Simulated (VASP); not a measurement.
**Bi2Se3: single point with PBE**

Bi2Se3:

```
CELL_PARAMETERS angstrom
2.09221 1.20794 9.54533
-2.09221 1.20794 9.54533
0.00000 -2.41588 9.54533
ATOMIC_POSITIONS crystal
Bi 0.40080 0.40080 0.40080
Bi 0.59920 0.59920 0.59920
Se 0.00000 0.00000 0.00000
Se 0.21170 0.21170 0.21170
Se 0.78830 0.78830 0.78830
```

This cell differs from its parent crystal: equal xx and yy strain of +1 %.

```yaml
Program: VASP 6.6.1
Task: single point
Functional: PBE
Potentials_or_basis: VASP PAW PBE potentials, release 64 (Bi_d, Se)
Cutoff: 520 eV
k_mesh: 6 × 6 × 6
Occupations: fermi-dirac, width 0.03 eV
Spin: no spin polarisation
Dipole_correction: no
Further_INCAR_settings: ALGO = Normal; EDIFF = 1e-06; NBANDS = 32
```

* Pressure: 1.2 GPa
* Largest force: 0.122 eV/Å
* Band gap on the k mesh: 0.20 eV

Forces on the atoms (eV/Å):
```
Bi   0.000  0.000 -0.122
Bi   0.000  0.000  0.122
Se   0.000  0.000  0.000
Se   0.000  0.000 -0.057
Se   0.000  0.000  0.057
```

Stress tensor (GPa, compression positive):
```
1.09 0.00 0.00
0.00 1.09 0.00
0.00 0.00 1.54
```

Levels at points of the mesh, in eV from the valence-band top:
| k point | band 20 | band 21 | band 22 | band 23 | band 24 | band 25 | band 26 | band 27 | band 28 | band 29 |
| --- | --- | --- | --- | --- | --- | --- | --- | --- | --- | --- |
| (0.00, 0.00, 0.00) | -1.82 | -1.82 | -1.17 | -1.17 | 0.00 | 0.20 | 1.39 | 1.39 | 2.11 | 2.71 |
| (0.50, 0.00, 0.00) | -2.93 | -2.88 | -2.03 | -1.17 | -0.51 | 0.87 | 1.95 | 2.99 | 3.18 | 4.13 |
| (0.50, 0.50, 0.00) | -2.49 | -1.81 | -1.80 | -1.57 | -0.91 | 1.40 | 2.01 | 2.60 | 2.99 | 3.51 |
| (0.50, 0.50, 0.50) | -1.58 | -1.54 | -1.34 | -1.34 | -0.42 | 0.62 | 1.70 | 1.70 | 2.02 | 2.37 |

Wall time 12 min on 1 thread of Intel(R) Xeon(R) Platinum 8488C (Sapphire Rapids) (shared host), peak memory 0.94 GiB.

Caveat: the cell differs from its parent crystal (equal xx and yy strain of +1 %); spin-orbit coupling is left out, which moves the levels of the heavy elements. A k mesh can miss the band edges.
